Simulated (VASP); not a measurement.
# Hf (P6_3/mmc) in VASP: relaxation of volume and atoms at fixed shape with PBE

Aim: the relaxation of volume and atoms at fixed shape of Hf with PBE.

Everything below comes from runs of VASP 6.6.1. Logs are shortened: lines on timing, memory, paths and dates and some standing lists are left out, and cuts for length are marked.

## (1) The cell of the first run

The structure is hexagonal, space group P6_3/mmc (No. 194). The conventional cell has a = 3.197 Å, b = 3.197 Å, c = 5.058 Å, α = 90.00°, β = 90.00°, γ = 120.00°. Within 4.1 Å of Hf (site symmetry -6m2) lie 12 Hf at 3.13 to 3.20 Å.

## (2) Relaxation of volume and atoms at fixed shape, PBE

INCAR reads:

```
SYSTEM = Hf
PREC = Accurate ; ENCUT = 600
EDIFF = 1E-7 ; ISMEAR = 1
SIGMA = 0.1 ; LREAL = .False.
LASPH = .True. ; NELM = 100
ALGO = Normal ; ISIF = 8
LWAVE = .False. ; LCHARG = .False.
GGA = PE ; IBRION = 2
NSW = 80 ; EDIFFG = -0.02
```

KPOINTS reads:

```
regular mesh
0
Gamma
  15 15 8
  0 0 0
```

POSCAR reads:

```
Hf
1.0
    3.1967000000      0.0000000000      0.0000000000
   -1.5983500000      2.7684230000      0.0000000000
    0.0000000000      0.0000000000      5.0578000000
Hf
2
Direct
    0.3333333333      0.6666666667      0.2500000000
    0.6666666667      0.3333333333      0.7500000000
```

Potentials or basis: VASP PAW PBE potentials, release 64 (Hf_pv).

On the command line:

```console
$ cat potpaw_PBE.64/Hf_pv/POTCAR > POTCAR
$ mpirun -np 1 vasp_std > vasp.out
```

OUTCAR:

```text
SYSTEM = Hf
   PREC = Accurate
   ENCUT = 600
   EDIFF = 1E-7
   ISMEAR = 1
   LREAL = .False.
   LASPH = .True.
   NELM = 100
   ISIF = 8
   GGA = PE
   IBRION = 2
   NSW = 80
   EDIFFG = -0.02

 ion  position               nearest neighbor table
   1  0.333  0.667  0.250-   2 3.13   2 3.13   2 3.13   2 3.13   2 3.13   2 3.13
   2  0.667  0.333  0.750-   1 3.13   1 3.13   1 3.13   1 3.13   1 3.13   1 3.13

  LATTYP: Found a hexagonal cell.
 ALAT       =     3.1967000000
 C/A-ratio  =     1.5821941377

  Lattice vectors:

 A1 = (   3.1967000000,   0.0000000000,   0.0000000000)
 A2 = (  -1.5983500000,   2.7684230000,   0.0000000000)
 A3 = (   0.0000000000,   0.0000000000,   5.0578000000)

Analysis of symmetry for initial positions (statically):
=====================================================================
 Subroutine PRICEL returns:
 Original cell was already a primitive cell.

 Routine SETGRP: Setting up the symmetry group for a
 hexagonal supercell.

 Subroutine GETGRP returns: Found 24 space group operations
 (whereof 12 operations were pure point group operations)
 out of a pool of 24 trial point group operations.

The static configuration has the point symmetry D_3d.
 The point group associated with its full space group is D_6h.

Analysis of symmetry for dynamics (positions and initial velocities):
=====================================================================
 Subroutine PRICEL returns:
 Original cell was already a primitive cell.

 Routine SETGRP: Setting up the symmetry group for a
 hexagonal supercell.

 Subroutine GETGRP returns: Found 24 space group operations
 (whereof 12 operations were pure point group operations)
 out of a pool of 24 trial point group operations.

The dynamic configuration has the point symmetry D_3d.
 The point group associated with its full space group is D_6h.

 Subroutine INISYM returns: Found 24 space group operations
 (whereof 12 operations are pure point group operations),
 and found     1 'primitive' translations

----------------------------------------------------------------------------------------

                                     Primitive cell

  volume of cell :      44.7606

  direct lattice vectors                    reciprocal lattice vectors
     3.196700000  0.000000000  0.000000000     0.312822598  0.180608238  0.000000000
    -1.598350000  2.768423000  0.000000000     0.000000000  0.361216476  0.000000000
     0.000000000  0.000000000  5.057800000     0.000000000  0.000000000  0.197714421

  length of vectors
     3.196700000  3.196699646  5.057800000     0.361216436  0.361216476  0.197714421

  position of ions in fractional coordinates (direct lattice)
     0.333333333  0.666666667  0.250000000
     0.666666667  0.333333333  0.750000000

  ion indices of the primitive-cell ions
   primitive index   ion index
                 1           1
                 2           2

----------------------------------------------------------------------------------------

 KPOINTS: regular mesh

Automatic generation of k-mesh.
 Grid dimensions read from file:
 generate k-points for:   15   15    8

 Generating k-lattice:

  Cartesian coordinates                     Fractional coordinates (reciprocal lattice)
     0.020854840  0.012040549  0.000000000     0.066666667  0.000000000  0.000000000
     0.000000000  0.024081098  0.000000000     0.000000000  0.066666667  0.000000000
     0.000000000  0.000000000  0.024714303     0.000000000  0.000000000  0.125000000

  Length of vectors
     0.024081096  0.024081098  0.024714303

  Shift w.r.t. Gamma in fractional coordinates (k-lattice)
     0.000000000  0.000000000  0.000000000

 Subroutine IBZKPT returns following result:
 ===========================================

 Found    135 irreducible k-points:

 Following reciprocal coordinates:
            Coordinates               Weight
  0.000000  0.000000  0.000000      1.000000
  0.066667  0.000000  0.000000      6.000000
  0.133333  0.000000  0.000000      6.000000
  0.200000  0.000000  0.000000      6.000000
  0.266667  0.000000  0.000000      6.000000
  0.333333  0.000000  0.000000      6.000000
[... 16 lines left out ...]
  0.333333  0.200000  0.000000     12.000000
  0.400000  0.200000  0.000000      6.000000
 [... further k-points ...]
   k-points           NKPTS =    135   k-points in BZ     NKDIM =    135   number of bands    NBANDS=     14
   number of dos      NEDOS =    301   number of ions     NIONS =      2
   total plane-waves  NPLWV =  31360
   dimension x,y,z NGX =    28 NGY =   28 NGZ =   40
   dimension x,y,z NGXF=    56 NGYF=   56 NGZF=   80
   ions per type =               2
   NGX,Y,Z   is equivalent  to a cutoff of  14.56, 14.56, 13.15 a.u.
   NGXF,Y,Z  is equivalent  to a cutoff of  29.12, 29.12, 26.30 a.u.
 SYSTEM =  Hf
   PREC   = accura    normal or accurate (medium, high low for compatibility)
   ISTART =      0    job   : 0-new  1-cont  2-samecut
   ICHARG =      2    charge: 1-file 2-atom 10-const
   ISPIN  =      1    spin polarized calculation?
   LNONCOLLINEAR =      F non collinear calculations
   LSORBIT =      F    spin-orbit coupling
   LASPH  =      T    aspherical Exc in radial PAW
   ENCUT  =  600.0 eV  44.10 Ry    6.64 a.u.   6.38  6.38 10.10*2*pi/ulx,y,z
   NELM   =    100;   NELMIN=  2; NELMDL= -5     # of ELM steps
   EDIFF  = 0.1E-06   stopping-criterion for ELM
   LREAL  =      F    real-space projection
   EDIFFG = -.2E-01   stopping-criterion for IOM
   NSW    =     80    number of steps for IOM
   IBRION =      2    ionic relax: 0-MD 1-quasi-New 2-CG
   NFREE  =      1    steps in history (QN), initial steepest desc. (CG)
   ISIF   =      8    stress and relaxation
   ISYM   =      2    0-nonsym 1-usesym 2-fastsym
   POTIM  = 0.5000    time-step for ionic-motion
   TEBEG  =    0.0;   TEEND  =   0.0 temperature during run
   PSTRESS=    0.0 pullay stress
   NELECT =      20.0000    total number of electrons
   NUPDOWN=      -1.0000    fix difference up-down
   EMIN   =  10.00;   EMAX   =-10.00  energy-range for DOS
   EFERMI =   0.00;   METHOD = LEGACY
   ISMEAR =     1;   SIGMA  =   0.10  broadening in eV -4-tet -1-fermi 0-gaus
   EFERMI_NEDOS =   21; number of points for ismear=-14 and -15
   IALGO  =     38    algorithm
   IMIX   =      4    mixing-type and parameters
     AMIX     =   0.40;   BMIX     =  1.00
     AMIX_MAG =   1.60;   BMIX_MAG =  1.00
  volume/ion in A,a.u.               =      22.38       151.03
  Fermi-wavevector in a.u.,A,eV,Ry     =   1.251563  2.365112 21.312313  1.566411
  Thomas-Fermi vector in A             =   2.385505
   LORBIT       =      0    0 simple, 1 ext, 2 COOP (PROOUT), +10 PAW based schemes
   GGA     = PE    functional components
   LHFCALC =     F    Hartree Fock is set to
   AEXX    =    0.0000 exact exchange contribution
   IVDW    =     0    specifies the selected vdW correction
   LEPSILON=     F    determine dielectric tensor
   LRPA    =     F    only Hartree local field effects (RPA)
 conjugate gradient relaxation of ions
 non-spin polarized calculation
 Methfessel and Paxton  Order N= 1 SIGMA  =   0.10
  energy-cutoff  :      600.00
  volume of cell :       44.76
 maximum number of plane-waves:      1515
 NGX is ok and might be reduce to    28
   NGX = 13   NGY = 13   NGZ = 21

--------------------------------------- Ionic step        1  -------------------------------------------

 number of electron      20.0000001 magnetization

 Free energy of the ion-electron system (eV)
  ---------------------------------------------------
  ext. energy  EPLUGINS =         0.00000000
  ---------------------------------------------------
  free energy    TOTEN  =       -19.85071414 eV

  energy without entropy =      -19.85072898  energy(sigma->0) =      -19.85071908

------------------------ aborting loop because EDIFF is reached ----------------------------------------

  FORCE on cell =-STRESS in cart. coord.  units (eV):
  Direction    XX          YY          ZZ          XY          YZ          ZX
  --------------------------------------------------------------------------------------
  -------------------------------------------------------------------------------------
  Total        0.1081783      0.1081783      0.0530619      0.0000000     -0.0000000      0.0000000
  in kB        3.8721739      3.8721728      1.8993182      0.0000000     -0.0000000      0.0000000
  external PRESSURE =       3.2145549 kB  Pullay stress =       0.0000000 kB
[... 57 lines left out ...]
  energy  without entropy=      -19.8507504894  energy(sigma->0) =      -19.85068056

--------------------------------------- Ionic step        3  -------------------------------------------

 number of electron      20.0000001 magnetization

 Free energy of the ion-electron system (eV)
  ---------------------------------------------------
  ext. energy  EPLUGINS =         0.00000000
  ---------------------------------------------------
  free energy    TOTEN  =       -19.85084278 eV

  energy without entropy =      -19.85089792  energy(sigma->0) =      -19.85086116

 E-fermi :   4.9097     XC(G=0): -11.2684

 val. band max:        4.8833093852   @ k =   0.1333   0.0000   0.0000
 cond. band min:       4.9265241291   @ k =   0.1333   0.0667   0.2500
 fundamental gap:      0.0432147440
 Fermi energy:         4.9097095981

 k-point     1 :       0.0000    0.0000    0.0000
  band No.  band energies     occupation
      1     -26.1855      2.00000
      2     -25.4463      2.00000
      3     -25.4463      2.00000
      4     -25.3284      2.00000
      5     -25.3199      2.00000
      6     -25.3199      2.00000
      7      -2.4742      2.00000
      8       1.1977      2.00000
      9       5.5243     -0.00000
     10       6.0767     -0.00000
     11       6.0767     -0.00000
     12       6.3499     -0.00000
     13       6.8942     -0.00000
     14       6.8942     -0.00000
[... 375 lines left out ...]
 k-point    24 :       0.4000    0.2000    0.0000
  band No.  band energies     occupation
      1     -25.9511      2.00000
      2     -25.8098      2.00000
      3     -25.7655      2.00000
      4     -25.7184      2.00000
      5     -25.5931      2.00000
      6     -25.5353      2.00000
      7       2.3184      2.00000
      8       2.7570      2.00000
      9       2.9408      2.00000
     10       3.6645      2.00000
     11       5.2945     -0.00000
     12       5.5376     -0.00000
     13       6.7475     -0.00000
     14       9.9419      0.00000

 [... further k-points ...]

------------------------ aborting loop because EDIFF is reached ----------------------------------------

  FORCE on cell =-STRESS in cart. coord.  units (eV):
  Direction    XX          YY          ZZ          XY          YZ          ZX
  --------------------------------------------------------------------------------------
  -------------------------------------------------------------------------------------
  Total        0.0203610      0.0203610     -0.0365584      0.0000000      0.0000000     -0.0000000
  in kB        0.7267072      0.7267070     -1.3048131      0.0000000      0.0000000     -0.0000000
  external PRESSURE =       0.0495337 kB  Pullay stress =       0.0000000 kB
[... 17 lines left out ...]
  FREE ENERGIE OF THE ION-ELECTRON SYSTEM (eV)
  ---------------------------------------------------
  free  energy   TOTEN  =       -19.8508427763 eV

  energy  without entropy=      -19.8508979239  energy(sigma->0) =      -19.85086116

 reached required accuracy - stopping structural energy minimisation
```

Run time: 92 s. Hardware: 1 thread of Intel Xeon Platinum 8559C (Emerald Rapids), shared host; peak memory 0.25 GiB.

What came out:

- Free energy: -19.8508 eV
- Relaxed volume: 22.45 Å³/atom
- Relaxed cell: a = 3.200 Å, b = 3.200 Å, c = 5.063 Å, α = 90.00°, β = 90.00°, γ = 120.00°
- Space group after relaxing (to 0.1 Å): P6_3/mmc (No. 194)
- Energy gained by relaxing: 0.1 meV/atom
- Ionic steps: 3
- Pressure after relaxing: 0.0 GPa
- Band gap on the k mesh: zero (bands 10 and 11 overlap by 1.61 eV)

Step by step:
```tsv
step	energy change (eV)	largest force (eV/Å)	pressure (GPa)	volume (Å³)
1	0.0000	0.0000	0.32	44.76
2	0.0001	0.0000	-0.39	45.05
3	-0.0001	0.0000	0.00	44.89
```

Final structure:
```cif
data_structure
_symmetry_space_group_name_H-M 'P 1'
_symmetry_Int_Tables_number 1
_cell_length_a 3.1998
_cell_length_b 3.1998
_cell_length_c 5.0627
_cell_angle_alpha 90.000
_cell_angle_beta 90.000
_cell_angle_gamma 120.000
_cell_volume 44.89
loop_
_atom_site_label
_atom_site_type_symbol
_atom_site_fract_x
_atom_site_fract_y
_atom_site_fract_z
_atom_site_occupancy
Hf1 Hf 0.33333 0.66667 0.25000 1
Hf2 Hf 0.66667 0.33333 0.75000 1
```

Caveat: spin-orbit coupling is left out, which moves the levels of the heavy elements.

The gap in the log of VASP goes by the Fermi energy; the results here count the filled bands.